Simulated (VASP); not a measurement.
Wanted: the native input for a VASP 6.6.1 run.

| Quantity | Value |
| --- | --- |
| Task | single point |
| Functional | r2SCAN |
| Potentials or basis | VASP PAW PBE potentials, release 64 (Ir) |
| Cutoff | 520 eV |
| k mesh | 14 × 14 × 14 |
| Occupations | fermi-dirac, width 0.1 eV |
| Spin | no spin polarisation |
| Dipole correction | no |
| Further INCAR settings | ALGO = Normal; EDIFF = 1e-07; NBANDS = 10 |

Crystal: Ir.

```
Ir
1.0
    -1.54411    1.54411    1.54411
     1.54411   -1.54411    1.54411
     1.54411    1.54411   -1.54411
Ir
1
Direct
  0.00000 0.00000 0.00000
```

These files were run (other wordings do the same):

POSCAR

```
Ir
1.0
   -1.5441066769      1.5441066769      1.5441066769
    1.5441066769     -1.5441066769      1.5441066769
    1.5441066769      1.5441066769     -1.5441066769
Ir
1
Direct
    0.0000000000      0.0000000000      0.0000000000
```

INCAR.step1

```
SYSTEM = Ir
PREC     = Accurate       ! precision mode
ENCUT    = 520            ! plane-wave cutoff, eV
ISMEAR   = -1             ! smearing method
SIGMA    = 0.1            ! smearing width, eV
LREAL    = .False.        ! projectors in reciprocal space
LASPH    = .True.         ! aspherical terms in the spheres
NELM     = 80             ! most SCF steps
NBANDS   = 10             ! bands
GGA      = PE             ! functional
ALGO     = Normal         ! electronic algorithm
EDIFF    = 1E-4           ! SCF threshold, eV
LWAVE    = .True.         ! write WAVECAR
LCHARG   = .False.        ! write CHGCAR
```

INCAR.step2

```
SYSTEM = Ir
PREC     = Accurate       ! precision mode
ENCUT    = 520            ! plane-wave cutoff, eV
EDIFF    = 1E-7           ! SCF threshold, eV
ISMEAR   = -1             ! smearing method
SIGMA    = 0.1            ! smearing width, eV
LREAL    = .False.        ! projectors in reciprocal space
LASPH    = .True.         ! aspherical terms in the spheres
NELM     = 80             ! most SCF steps
ALGO     = Normal         ! electronic algorithm
ISIF     = 2              ! what is computed and relaxed
LWAVE    = .False.        ! write WAVECAR
LCHARG   = .False.        ! write CHGCAR
METAGGA  = R2SCAN         ! meta-GGA
LMIXTAU  = .True.       
NBANDS   = 10             ! bands
ISTART   = 1
```

KPOINTS

```
regular mesh
0
Gamma
  14 14 14
  0 0 0
```

Potentials or basis: VASP PAW PBE potentials, release 64 (Ir).

Launch:

```console
$ cat potpaw_PBE.64/Ir/POTCAR > POTCAR
$ cp INCAR.step1 INCAR
$ mpirun -np 1 vasp_std > vasp.out
$ cp INCAR.step2 INCAR
$ mpirun -np 1 vasp_std > vasp.out
```

Results of the run:

| Property | Result |
| --- | --- |
| Pressure | 2.3 GPa |

Caveat: the PAW data sets were made with another functional, which shifts forces and pressure a little.

Run time: 92 s on 1 thread of AMD EPYC 7R43 64-Core Processor (Zen 3), with other jobs on the host, peak memory 0.11 GiB.
